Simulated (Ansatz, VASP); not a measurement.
**Two plane-wave programs on SiGe**

File INCAR:

```
ALGO = Normal
EDIFF = 1E-7
ENCUT = 520
GGA = PS
ISIF = 2
ISMEAR = 0
LASPH = T
LCHARG = T
LELF = T
LREAL = F
LVHAR = T
LWAVE = F
NBANDS = 26
NELM = 100
PREC = Accurate
SIGMA = 0.03
```

The input KPOINTS:

```
k-points
0
Gamma
  12 12 6
```

Contents of POSCAR:

```
SiGe
1.0
    3.7935520603      0.0000000000      0.0000000000
   -1.8967760302      3.2853124548      0.0000000000
    0.0000000000      0.0000000000      6.2665470583
Si Ge
2 2
Direct
    0.6666666667      0.3333333333      0.8745463082
    0.3333333333      0.6666666667      0.3745463082
    0.6666666667      0.3333333333      0.5237332063
    0.3333333333      0.6666666667      0.0237332063
```

Input for Ansatz:

```yaml
crystal:
  lattice:
    - [3.7935520603, 0.0, 0.0]
    - [-1.8967760302, 3.2853124548, 0.0]
    - [0.0, 0.0, 6.2665470583]
  atoms:
    - { symbol: Si, position: [0.6666666667, 0.3333333333, 0.8745463082] }
    - { symbol: Si, position: [0.3333333333, 0.6666666667, 0.3745463082] }
    - { symbol: Ge, position: [0.6666666667, 0.3333333333, 0.5237332063] }
    - { symbol: Ge, position: [0.3333333333, 0.6666666667, 0.0237332063] }
basis:
  ecutwfc: 420
kpoints:
  mp_grid: { grid: [12, 12, 6] }
hamiltonian:
  xc: pbesol
  pseudopotentials: { kind: paw, azcp: { folder: soft_1 } }
scf:
  occupations: { method: gaussian, width: 0.03 }
output:
  forces: true
  stress: true
  eigenvalues: true
```

Alike in both runs: task single point; functional PBEsol; k mesh 12 × 12 × 6; occupations gaussian, width 0.03 eV; no spin polarisation.

```csv
,VASP,Ansatz
version,VASP 6.6.1,Ansatz 0.2.0
potentials or method,"VASP PAW PBE potentials, release 64 (Si, Ge_d), cutoff 520 eV","scalar-relativistic, plane waves, PAW"
valence electrons in the cell,36,36
```

|  | VASP | Ansatz | Ansatz less VASP |
| --- | --- | --- | --- |
| gap on the k mesh at the Fermi level (eV) | none | none | - |
| pressure (GPa) | 8.8 | 8.8 | +0.03 |
| traceless stress, the component that is largest in VASP (GPa) | 10.09 | 10.15 | +0.055 |
| rms of the force components (eV/Å) | 1.439 | 1.443 | +0.0044 |

VASP's potentials were made for PBE, not for PBEsol, and Ansatz warns of the same on its side. Atom by atom the forces differ by 0.004 eV/Å (rms over components). A gap of «none» marks a metal or a gap that the smearing closes.
